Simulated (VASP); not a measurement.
A run of VASP 6.6.1 is set up as follows.

Contents of INCAR:

```
SYSTEM = BP
PREC     = Accurate       ! precision mode
ENCUT    = 500            ! plane-wave cutoff, eV
EDIFF    = 1E-6           ! SCF threshold, eV
ISMEAR   = -1             ! smearing method
SIGMA    = 0.05           ! smearing width, eV
LREAL    = .FALSE.        ! projectors in reciprocal space
LASPH    = .TRUE.         ! aspherical terms in the spheres
NELM     = 120            ! most SCF steps
ALGO     = Normal         ! electronic algorithm
ISIF     = 2              ! what is computed and relaxed
LWAVE    = .FALSE.        ! write WAVECAR
LCHARG   = .FALSE.        ! write CHGCAR
GGA      = LIBXC          ! functional
LIBXC1   = GGA_X_B88    
LIBXC2   = GGA_C_PBE    
NBANDS   = 11             ! bands
GGA_COMPAT= .FALSE.
```

Contents of KPOINTS:

```
Automatic mesh
0
G
  10 10 10
  0 0 0
```

POSCAR

```
BP
1.0
    0.0000000000      2.2840269280      2.2840269280
    2.2840269280      0.0000000000      2.2840269280
    2.2840269280      2.2840269280      0.0000000000
P B
1 1
Direct
    0.7500000000      0.7500000000      0.7500000000
    0.0000000000      0.0000000000      0.0000000000
```

Potentials or basis: VASP PAW PBE potentials, release 64 (P, B).

The run is started by

```console
$ cat potpaw_PBE.64/P/POTCAR potpaw_PBE.64/B/POTCAR > POTCAR
$ mpirun -np 1 vasp_std > vasp.out
```

(1) What does it give for the pressure?

(2) Estimate the band gap on the k mesh.

## Answers

(1) -2.0 GPa.

(2) 1.27 eV (least direct gap 3.39 eV).

Caveat: the PAW data sets were made with another functional, which shifts forces and pressure a little.
